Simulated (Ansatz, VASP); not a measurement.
CaTeI3: VASP beside Ansatz

```
Ca Te I
1.0
     4.81418    2.77947    3.84226
    -4.81418    2.77947    3.84226
     0.00000   -5.55893    3.84226
Ca Te I
1 1 3
Direct
  0.81043 0.81043 0.81043
  0.54020 0.54020 0.54020
  0.05786 0.55476 0.55476
  0.55476 0.55476 0.05786
  0.55476 0.05786 0.55476
```

Change from the starting cell: species swapped into the CsGeBr3 type (R3m, No. 160).

Alike in both runs: task relaxation of cell and atoms; functional PBE; k mesh 6 × 6 × 6; occupations gaussian, width 0.1 eV; no spin polarisation.

|  | VASP | Ansatz |
| --- | --- | --- |
| version | VASP 6.6.1 | Ansatz 0.2.0 |
| potentials or method | VASP PAW PBE potentials, release 64 (Ca_sv, Te, I), cutoff 600 eV | scalar-relativistic, plane waves, PAW |
| valence electrons in the cell | 37 | 77 |

VASP gave:

- gap on the k mesh at the Fermi level, each at its own relaxed structure (eV): none
- relaxed volume (Å³/atom): 58.42
- relaxed length of the cell vector where the two differ most in proportion (Å): 6.636

Question: Which values does Ansatz return?

Answer: gap on the k mesh at the Fermi level, each at its own relaxed structure (eV): none; relaxed volume (Å³/atom): 58.57; relaxed length of the cell vector where the two differ most in proportion (Å): 6.641.

A gap of «none» marks a metal or a gap that the smearing closes. VASP's potentials hold 37 valence electrons a cell and Ansatz's 77, so a difference there can come from the potentials and not from the codes. Ansatz's warnings: xc potential rough in thin density.

Spin-orbit coupling is off throughout.
